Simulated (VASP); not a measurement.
Input of a VASP 6.6.1 run:

The input INCAR:

```
PREC = Accurate
ENCUT = 600
EDIFF = 1E-7
ISMEAR = 0
SIGMA = 0.1
LREAL = F
LASPH = T
NELM = 100
ALGO = Normal
ISIF = 3
LWAVE = F
LCHARG = F
GGA = PE
IBRION = 2
NSW = 100
EDIFFG = -0.01
```

The input KPOINTS:

```
regular mesh
0
Gamma
  15 15 12
```

Contents of POSCAR:

```
CaBi
1.0
    4.0645645103      0.0000000000      0.0000000000
   -2.0322822551      3.5200161212      0.0000000000
    0.0000000000      0.0000000000      4.6768661892
Ca Bi
1 1
Direct
    0.0000000000      0.0000000000      0.0000000000
    0.3333333333      0.6666666667      0.5000000000
```

Potentials or basis: VASP PAW PBE potentials, release 64 (Ca_sv, Bi_d).

Command:

```bash
$ cat potpaw_PBE.64/Ca_sv/POTCAR potpaw_PBE.64/Bi_d/POTCAR > POTCAR
$ mpirun -np 1 vasp_std > vasp.out
```

Predict the relaxed volume.

33.65 Å³/atom.

Estimate the space group after relaxing (to 0.05 Å).

P-6m2 (No. 187).

Estimate the relaxed cell.

a = 4.088 Å, b = 4.088 Å, c = 4.650 Å, α = 90.00°, β = 90.00°, γ = 120.00°.

Final structure:
```cif
data_structure
_symmetry_space_group_name_H-M 'P 1'
_symmetry_Int_Tables_number 1
_cell_length_a 4.0880
_cell_length_b 4.0880
_cell_length_c 4.6497
_cell_angle_alpha 90.000
_cell_angle_beta 90.000
_cell_angle_gamma 120.000
_cell_volume 67.29
loop_
_atom_site_label
_atom_site_type_symbol
_atom_site_fract_x
_atom_site_fract_y
_atom_site_fract_z
_atom_site_occupancy
Ca1 Ca 0.00000 0.00000 0.00000 1
Bi1 Bi 0.33333 0.66667 0.50000 1
```
